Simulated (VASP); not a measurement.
MnS:

```
Mn S
1.0
     0.00000    2.80000    2.80000
     2.80000    0.00000    2.80000
     2.80000    2.80000    0.00000
Mn S
1 1
Direct
  0.00000 0.00000 0.00000
  0.25000 0.25000 0.25000
```

Base run:

```yaml
Program: VASP 6.6.1
Functional: LDA
Potentials_or_basis: VASP PAW LDA potentials, release 64 (Mn_pv, S)
Cutoff: 520 eV
k_mesh: 9 × 9 × 9
Occupations: fermi-dirac, width 0.1 eV
Spin: collinear spin, ferromagnetic start
Starting_moments: "[4.0, 0.0] μB"
```

Its results: pressure -6.9 GPa; net moment 4.64 μB per cell; site moments Mn +4.11; S +0.07 μB.

Task: The run is repeated on the same cell with these changes: hubbard terms from none to Mn d U = 6.0 eV. What comes out?

Result: Pressure 1.3 GPa; net moment 5.00 μB per cell; site moments Mn +4.61; S +0.02 μB.

Caveats: a cell with one magnetic atom can't hold antiferromagnetic order, which such compounds often take; the cell stands under tension (at least some runs).
